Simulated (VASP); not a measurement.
# CO in VASP: further runs, part 2 of 3

VASP 6.6.1. The steps go on from the part before.

## (3) Single point, r2SCAN

File POSCAR:

```
CO
1.0
    9.1481650000      0.0000000000      0.0000000000
    0.0000000000      9.1481650000      0.0000000000
    0.0000000000      0.0000000000      9.1481650000
O C
12 12
Direct
    0.7613767351      0.1812276014      0.4258777580
    0.9060286954      0.8827999932      0.6834266763
    0.4211117749      0.7544791770      0.9744467880
    0.9017764765      0.5033687084      0.1501284684
    0.5485908923      0.5070962319      0.4387983820
    0.1420066210      0.2758476700      1.0135693880
    0.1221447143      0.2722185269      0.3898705369
    0.1062836099      0.9884933208      0.1382463040
    0.8938185964      0.4435425028      0.7128642739
    0.4708703877      0.0574869386      0.7528504350
    0.2896209240      0.8153219799      0.4645412495
    0.6303340615      0.1657381562      1.0159305172
    0.6595858295      0.1283098851      0.3741515375
    0.7932082554      0.8695405035      0.6222012830
    0.5401192480      0.7724281318      1.0071528006
    0.9392156788      0.6090292425      0.0842136101
    0.5080035176      0.4930715613      0.5590520066
    0.1192370273      0.2734865407      0.8950538168
    0.1691814697      0.3856292491      0.4184664356
    0.1829875172      0.9015031976      0.1795332725
    0.8942777049      0.4480352071      0.5894406146
    0.4866986986      0.0970795783      0.6370676524
    0.1812603948      0.7559658139      0.4756691643
    0.7387711087      0.1659786416      0.9596350744
```

File INCAR.step1:

```
SYSTEM = CO
PREC     = Accurate       ! precision mode
ENCUT    = 520            ! plane-wave cutoff, eV
ISMEAR   = -1             ! smearing method
SIGMA    = 0.05           ! smearing width, eV
LREAL    = Auto         
LASPH    = .TRUE.         ! aspherical terms in the spheres
NELM     = 60             ! most SCF steps
NBANDS   = 78             ! bands
GGA      = PE             ! functional
ALGO     = Normal         ! electronic algorithm
EDIFF    = 1E-4           ! SCF threshold, eV
LWAVE    = .TRUE.         ! write WAVECAR
LCHARG   = .FALSE.        ! write CHGCAR
```

File INCAR.step2:

```
SYSTEM = CO
PREC     = Accurate       ! precision mode
ENCUT    = 520            ! plane-wave cutoff, eV
EDIFF    = 1E-6           ! SCF threshold, eV
ISMEAR   = -1             ! smearing method
SIGMA    = 0.05           ! smearing width, eV
LREAL    = Auto         
LASPH    = .TRUE.         ! aspherical terms in the spheres
NELM     = 60             ! most SCF steps
ALGO     = Normal         ! electronic algorithm
ISIF     = 2              ! what is computed and relaxed
LWAVE    = .FALSE.        ! write WAVECAR
LCHARG   = .TRUE.         ! write CHGCAR
METAGGA  = R2SCAN         ! meta-GGA
LMIXTAU  = .TRUE.       
LELF     = .TRUE.         ! ELF
LVHAR    = .TRUE.       
NBANDS   = 78             ! bands
ISTART   = 1
```

File KPOINTS:

```
regular mesh
0
G
  1 1 1
  0 0 0
```

Potentials or basis: VASP PAW PBE potentials, release 64 (O, C).

Command:

```bash
$ cat potpaw_PBE.64/O/POTCAR potpaw_PBE.64/C/POTCAR > POTCAR
$ cp INCAR.step1 INCAR
$ mpirun -np 1 vasp_gam > vasp.out
$ cp INCAR.step2 INCAR
$ mpirun -np 1 vasp_gam > vasp.out
```

OUTCAR:

```text
SYSTEM = CO
   PREC = Accurate
   ENCUT = 520
   EDIFF = 1E-6
   ISMEAR = -1
   LREAL = Auto
   LASPH = .TRUE.
   NELM = 60
   ISIF = 2
   METAGGA = R2SCAN
   ISTART = 1

 ion  position               nearest neighbor table
   1  0.761  0.181  0.426-  13 1.15
   2  0.906  0.883  0.683-  14 1.18
   3  0.421  0.754  0.974-  15 1.14
   4  0.902  0.503  0.150-  16 1.19
   5  0.549  0.507  0.439-  17 1.17
   6  0.142  0.276  0.014-  18 1.10
[... 16 lines left out ...]
  23  0.181  0.756  0.476-  11 1.13
  24  0.739  0.166  0.960-  12 1.12

  LATTYP: Found a simple cubic cell.
 ALAT       =     9.1481650000

  Lattice vectors:

 A1 = (   9.1481650000,   0.0000000000,   0.0000000000)
 A2 = (   0.0000000000,   9.1481650000,   0.0000000000)
 A3 = (   0.0000000000,   0.0000000000,   9.1481650000)

Analysis of symmetry for initial positions (statically):
=====================================================================
 Subroutine PRICEL returns:
 Original cell was already a primitive cell.

 Routine SETGRP: Setting up the symmetry group for a
 simple cubic supercell.

 Subroutine GETGRP returns: Found  1 space group operations
 (whereof  1 operations were pure point group operations)
 out of a pool of 48 trial point group operations.

The static configuration has the point symmetry C_1 .

Analysis of symmetry for dynamics (positions and initial velocities):
=====================================================================
 Subroutine PRICEL returns:
 Original cell was already a primitive cell.

 Routine SETGRP: Setting up the symmetry group for a
 simple cubic supercell.
[... 141 lines left out ...]
   EFERMI_NEDOS =   21; number of points for ismear=-14 and -15
   IALGO  =     38    algorithm
   IMIX   =      4    mixing-type and parameters
     AMIX     =   0.40;   BMIX     =  1.00
     AMIX_MAG =   1.60;   BMIX_MAG =  1.00
  volume/ion in A,a.u.               =      31.90       215.27
  Fermi-wavevector in a.u.,A,eV,Ry     =   0.882676  1.668016 10.600526  0.779117
  Thomas-Fermi vector in A             =   2.003339
   LORBIT       =      0    0 simple, 1 ext, 2 COOP (PROOUT), +10 PAW based schemes
   METAGGA = R2SCAN    functional components
   LHFCALC =     F    Hartree Fock is set to
   AEXX    =    0.0000 exact exchange contribution
   IVDW    =     0    specifies the selected vdW correction
   LEPSILON=     F    determine dielectric tensor
   LRPA    =     F    only Hartree local field effects (RPA)
 non-spin polarized calculation
  energy-cutoff  :      520.00
  volume of cell :      765.60
 maximum number of plane-waves:     10240
 NGX is ok and might be reduce to    70
   NGX = 35   NGY = 35   NGZ = 35

 number of electron     120.0000006 magnetization

 Free energy of the ion-electron system (eV)
  ---------------------------------------------------
  ext. energy  EPLUGINS =         0.00000000
  ---------------------------------------------------
  free energy    TOTEN  =      -197.12867338 eV

  energy without entropy =     -197.12867338  energy(sigma->0) =     -197.12867338

 E-fermi :  -5.2215     XC(G=0):  -5.0859

 val. band max:       -6.5126798531   @ k =   0.0000   0.0000   0.0000
 cond. band min:      -0.1212418594   @ k =   0.0000   0.0000   0.0000
 fundamental gap:      6.3914379936
 Fermi energy:        -5.2214519356

 k-point     1 :       0.0000    0.0000    0.0000
  band No.  band energies     occupation
      1     -28.7495      2.00000
      2     -28.7195      2.00000
      3     -28.6728      2.00000
      4     -28.4582      2.00000
      5     -28.4025      2.00000
      6     -28.3265      2.00000
[... 64 lines left out ...]
     71       0.5551      0.00000
     72       0.5854      0.00000
 [bands above 72 left out]

------------------------ aborting loop because EDIFF is reached ----------------------------------------

  FORCE on cell =-STRESS in cart. coord.  units (eV):
  Direction    XX          YY          ZZ          XY          YZ          ZX
  --------------------------------------------------------------------------------------
  -------------------------------------------------------------------------------------
  Total       -4.6154133     -5.8555498      0.7335000     -4.5154572      1.2023715     -1.3718329
  in kB       -9.6587119    -12.2539553      1.5350012     -9.4495331      2.5162123     -2.8708456
  external PRESSURE =      -6.7925553 kB  Pullay stress =       0.0000000 kB

 VOLUME and BASIS-vectors are now :
 -----------------------------------------------------------------------------
  energy-cutoff  :      520.00
  volume of cell :      765.60
      direct lattice vectors                 reciprocal lattice vectors
     9.148165000  0.000000000  0.000000000     0.109311540  0.000000000  0.000000000
     0.000000000  9.148165000  0.000000000     0.000000000  0.109311540  0.000000000
     0.000000000  0.000000000  9.148165000     0.000000000  0.000000000  0.109311540

 POSITION                                       TOTAL-FORCE (eV/Angst)
 -----------------------------------------------------------------------------------
      6.96520      1.65790      3.89600        -1.329801     -0.720002     -0.673193
      8.28850      8.07600      6.25210        -4.167631     -0.477495     -2.252929
      3.85240      6.90210      8.91440         0.756247      0.095555      0.164437
      8.24960      4.60490      1.37340         1.539672      4.407898     -2.760788
      5.01860      4.63900      4.01420        -1.163792     -0.392366      3.390023
      1.29910      2.52350      0.12414         0.773746      0.177009      4.020160
[... 16 lines left out ...]
      1.65820      6.91570      4.35150        -0.020656      0.006373      0.075382
      6.75840      1.51840      8.77890         1.941552      0.001772     -0.980067
 -----------------------------------------------------------------------------------
    total drift:                               -0.008808      0.009672      0.012886

  FREE ENERGIE OF THE ION-ELECTRON SYSTEM (eV)
  ---------------------------------------------------
  free  energy   TOTEN  =      -197.1286733802 eV

  energy  without entropy=     -197.1286733802  energy(sigma->0) =     -197.12867338
```

Wall time 8.9 min (1 thread of AMD EPYC 7R43 (Zen 3), shared host); peak memory 0.71 GiB.

Results:

```yaml
Free_energy: -197.1287 eV
Pressure: -0.7 GPa
Largest_force: 5.430 eV/Å
```

Forces in eV/Å, atoms in the order of the input:
```
O   -1.330 -0.720 -0.673
O   -4.168 -0.477 -2.253
O    0.756  0.096  0.164
O    1.540  4.408 -2.761
O   -1.164 -0.392  3.390
O    0.774  0.177  4.020
O    0.829  1.852  0.450
O   -0.719  0.722 -0.318
O   -0.075  0.013  0.679
O   -0.136 -0.324  0.684
O    0.087 -0.085  0.252
O   -1.894  0.033  1.027
C    1.446  0.698  0.456
C    4.175  0.461  2.291
C   -0.720 -0.114 -0.208
C   -1.559 -4.408  2.760
C    1.159  0.399 -3.402
C   -0.669 -0.148 -4.044
C   -0.723 -1.976 -0.536
C    0.595 -0.679  0.066
C   -0.050  0.157 -0.604
C   -0.077  0.299 -0.538
C   -0.021  0.006  0.075
C    1.942  0.002 -0.980
```

Stress tensor (GPa, compression positive):
```
-0.97 -0.94 -0.29
-0.94 -1.23  0.25
-0.29  0.25  0.15
```

Levels at points of the mesh, in eV from the Fermi level:
```tsv
k point	band 58	band 59	band 60	band 61	band 62	band 63
(0.00, 0.00, 0.00)	-1.47	-1.34	-1.29	5.10	5.15	5.17
```

Caveat: the k points lie up to 0.69 Å⁻¹ apart; the PAW data sets were made with another functional, which shifts forces and pressure a little.

## (4) Single point, r2SCAN

File POSCAR:

```
CO
1.0
    9.1481650000      0.0000000000      0.0000000000
    0.0000000000      9.1481650000      0.0000000000
    0.0000000000      0.0000000000      9.1481650000
O C
12 12
Direct
    0.7393613911      0.1528940503      0.4532712298
    0.9071873977      0.8703384777      0.6716210300
    0.4127931667      0.7893058335      0.9770156091
    0.9358379522      0.4942849194      0.1569604396
    0.5403925268      0.4959683171      0.4432364305
    0.1462697710      0.2933047229      1.0251782735
    0.1214779139      0.3023557183      0.3966478523
    0.1261564478      0.9947896655      0.1203192116
    0.8580955853      0.4139628002      0.7137278350
    0.4739966977      0.0527865424      0.7590483993
    0.2813132470      0.8108730002      0.4651971188
    0.6201025014      0.1556924257      1.0171329441
    0.6492996136      0.1630928170      0.3680191601
    0.7969357789      0.8611563084      0.6168450176
    0.5312650133      0.7971871955      1.0198766638
    0.9325586060      0.5918126750      0.0814261658
    0.4871578071      0.4864472821      0.5538159839
    0.1042504152      0.2509465013      0.9166647082
    0.2057352485      0.3947895562      0.3898268123
    0.1593215689      0.9051869965      0.1956785869
    0.8901785221      0.4270583226      0.5922827146
    0.4873873613      0.0969265421      0.6453206736
    0.1765927921      0.7511561062      0.4711327354
    0.7380824460      0.1544681365      0.9957844005
```

File INCAR.step1:

```
PREC     = Accurate       # precision mode
ENCUT    = 520            # plane-wave cutoff, eV
ISMEAR   = -1             # smearing method
SIGMA    = 0.05           # smearing width, eV
LREAL    = Auto         
LASPH    = True           # aspherical terms in the spheres
NELM     = 100            # most SCF steps
NBANDS   = 78             # bands
GGA      = PE             # functional
ALGO     = Normal         # electronic algorithm
EDIFF    = 1E-4           # SCF threshold, eV
LWAVE    = True           # write WAVECAR
LCHARG   = False          # write CHGCAR
```

File INCAR.step2:

```
PREC     = Accurate       # precision mode
ENCUT    = 520            # plane-wave cutoff, eV
EDIFF    = 1E-6           # SCF threshold, eV
ISMEAR   = -1             # smearing method
SIGMA    = 0.05           # smearing width, eV
LREAL    = Auto         
LASPH    = True           # aspherical terms in the spheres
NELM     = 100            # most SCF steps
ALGO     = Normal         # electronic algorithm
ISIF     = 2              # what is computed and relaxed
LWAVE    = False          # write WAVECAR
LCHARG   = False          # write CHGCAR
METAGGA  = R2SCAN         # meta-GGA
LMIXTAU  = True         
NBANDS   = 78             # bands
ISTART   = 1
```

File KPOINTS:

```
regular mesh
0
Gamma
  1 1 1
```

Command:

```bash
$ cat potpaw_PBE.64/O/POTCAR potpaw_PBE.64/C/POTCAR > POTCAR
$ cp INCAR.step1 INCAR
$ mpirun -np 1 vasp_gam > vasp.out
$ cp INCAR.step2 INCAR
$ mpirun -np 1 vasp_gam > vasp.out
```

It took 8 min on 1 thread of AMD EPYC 7R43 (Zen 3), shared host; peak memory 0.71 GiB.

It converged, with:

```yaml
Free_energy: -197.2068 eV
Pressure: 1.0 GPa
Largest_force: 5.213 eV/Å
```

Forces in eV/Å, atoms in the order of the input:
```
O   -0.088  0.076 -0.357
O    0.531  0.076  0.281
O    2.127  0.117  0.772
O   -0.065 -0.528  0.469
O    0.544  0.126 -0.936
O    0.118  0.140  0.169
O    1.002  0.898 -0.112
O   -0.769  1.979 -1.669
O    0.538  0.227 -2.123
O   -0.178 -0.594  1.343
O    3.716  1.946  0.114
O   -5.088  0.102  0.919
C    0.306 -0.023  0.147
C   -0.546 -0.108 -0.224
C   -2.118 -0.161 -0.766
C   -0.005  0.600 -0.439
C   -0.426 -0.061  0.992
C   -0.007 -0.063 -0.286
C   -0.999 -1.051  0.000
C    0.602 -1.931  1.267
C   -0.654 -0.115  2.206
C   -0.122  0.539 -1.230
C   -3.553 -2.133  0.366
C    5.134 -0.055 -0.902
```

Stress tensor (GPa, compression positive):
```
 1.63  0.04 -0.30
 0.04  0.72 -0.59
-0.30 -0.59  0.78
```

Levels at points of the mesh, in eV from the Fermi level:
| k point | band 58 | band 59 | band 60 | band 61 | band 62 | band 63 |
| --- | --- | --- | --- | --- | --- | --- |
| (0.00, 0.00, 0.00) | -1.57 | -1.49 | -1.26 | 5.29 | 5.39 | 5.44 |

Caveat: the k points lie up to 0.69 Å⁻¹ apart; the PAW data sets were made with another functional, which shifts forces and pressure a little.

## (5) Single point, r2SCAN

File POSCAR:

```
CO
1.0
    9.1481650000      0.0000000000      0.0000000000
    0.0000000000      9.1481650000      0.0000000000
    0.0000000000      0.0000000000      9.1481650000
O C
12 12
Direct
    0.7543807966      0.1178487708      0.4222923395
    0.8801983786      0.8985080615      0.6964566118
    0.4449198282      0.7376998557      0.9823609434
    0.9563994528      0.5299642059      0.1657600185
    0.5678953102      0.4989962468      0.4585400460
    0.1789101967      0.2729946388      1.0160179664
    0.1740676955      0.2809087943      0.4057425724
    0.1513308953      1.0096778972      0.1446410291
    0.8185576014      0.4099401355      0.7003262403
    0.4214397095      0.0824318320      0.7823645507
    0.2847128359      0.8036475075      0.4783800904
    0.6430360624      0.1804842829      1.0181932661
    0.6915266614      0.1703292409      0.3244585116
    0.8001823316      0.8380697112      0.6269891284
    0.4439797489      0.8230393746      1.0708158412
    0.9222505278      0.6129644579      0.0749549227
    0.4710015615      0.4459473567      0.5176557266
    0.1191386469      0.2671574026      0.9142598543
    0.1583049715      0.3920130431      0.3480479419
    0.1940717073      0.9101825339      0.1944761600
    0.8135729952      0.4098417551      0.5761374002
    0.4687388126      0.1260908608      0.6851756609
    0.1819927822      0.7584034612      0.4373773320
    0.7437119903      0.1307693947      0.9808196507
```

File INCAR.step1:

```
SYSTEM = CO
PREC     = Accurate       ! precision mode
ENCUT    = 520            ! plane-wave cutoff, eV
ISMEAR   = -1             ! smearing method
SIGMA    = 0.05           ! smearing width, eV
LREAL    = Auto         
LASPH    = .True.         ! aspherical terms in the spheres
NELM     = 60             ! most SCF steps
NBANDS   = 78             ! bands
GGA      = PE             ! functional
ALGO     = Normal         ! electronic algorithm
EDIFF    = 1E-4           ! SCF threshold, eV
LWAVE    = .True.         ! write WAVECAR
LCHARG   = .False.        ! write CHGCAR
```

File INCAR.step2:

```
SYSTEM = CO
PREC     = Accurate       ! precision mode
ENCUT    = 520            ! plane-wave cutoff, eV
EDIFF    = 1E-6           ! SCF threshold, eV
ISMEAR   = -1             ! smearing method
SIGMA    = 0.05           ! smearing width, eV
LREAL    = Auto         
LASPH    = .True.         ! aspherical terms in the spheres
NELM     = 60             ! most SCF steps
ALGO     = Normal         ! electronic algorithm
ISIF     = 2              ! what is computed and relaxed
LWAVE    = .False.        ! write WAVECAR
LCHARG   = .False.        ! write CHGCAR
METAGGA  = R2SCAN         ! meta-GGA
LMIXTAU  = .True.       
NBANDS   = 78             ! bands
ISTART   = 1
```

File KPOINTS:

```
Automatic mesh
0
Gamma
  1 1 1
  0 0 0
```

Command:

```bash
$ cat potpaw_PBE.64/O/POTCAR potpaw_PBE.64/C/POTCAR > POTCAR
$ cp INCAR.step1 INCAR
$ mpirun -np 1 vasp_gam > vasp.out
$ cp INCAR.step2 INCAR
$ mpirun -np 1 vasp_gam > vasp.out
```

Run time: 8.7 min. Hardware: 1 thread of AMD EPYC 7R43 (Zen 3), shared host; peak memory 0.69 GiB.

It converged, with:

```yaml
Free_energy: -195.9928 eV
Pressure: 2.8 GPa
Largest_force: 10.632 eV/Å
```

Forces on the atoms (eV/Å):
```
O   -1.657  1.330 -2.695
O    1.610  1.193  1.353
O   -0.072 -1.014 -1.002
O   -1.197  2.389 -2.716
O   -1.296 -0.442  0.456
O    4.018  0.562  6.708
O   -0.391  1.767 -0.991
O   -2.373  5.254 -2.529
O   -0.104  0.027 -0.098
O   -4.365 -3.988  8.836
O    5.309  2.186  2.277
O   -6.445  3.207  2.106
C    1.678 -1.407  2.970
C   -1.598 -1.226 -1.345
C    0.385  0.949  0.884
C    0.974 -2.290  2.553
C    0.911  0.676 -0.574
C   -3.981 -0.351 -6.849
C    0.546 -1.943  1.135
C    1.999 -5.144  2.190
C    0.544 -0.067  0.291
C    4.341  3.925 -8.864
C   -5.286 -2.407 -1.694
C    6.452 -3.186 -2.402
```

Stress tensor (GPa, compression positive):
```
3.48 0.12 0.10
0.12 1.45 0.29
0.10 0.29 3.32
```

Levels at points of the mesh, in eV from the Fermi level:
| k point | band 56 | band 57 | band 58 | band 59 | band 60 | band 61 | band 62 | band 63 | band 64 | band 65 |
| --- | --- | --- | --- | --- | --- | --- | --- | --- | --- | --- |
| (0.00, 0.00, 0.00) | -2.11 | -1.95 | -1.89 | -1.84 | -1.22 | 4.72 | 4.84 | 4.91 | 5.01 | 5.03 |

Caveat: the k points lie up to 0.69 Å⁻¹ apart; the atoms stand as in a frame of molecular dynamics; the PAW data sets were made with another functional, which shifts forces and pressure a little.

(Continued in part 3 of 3.)
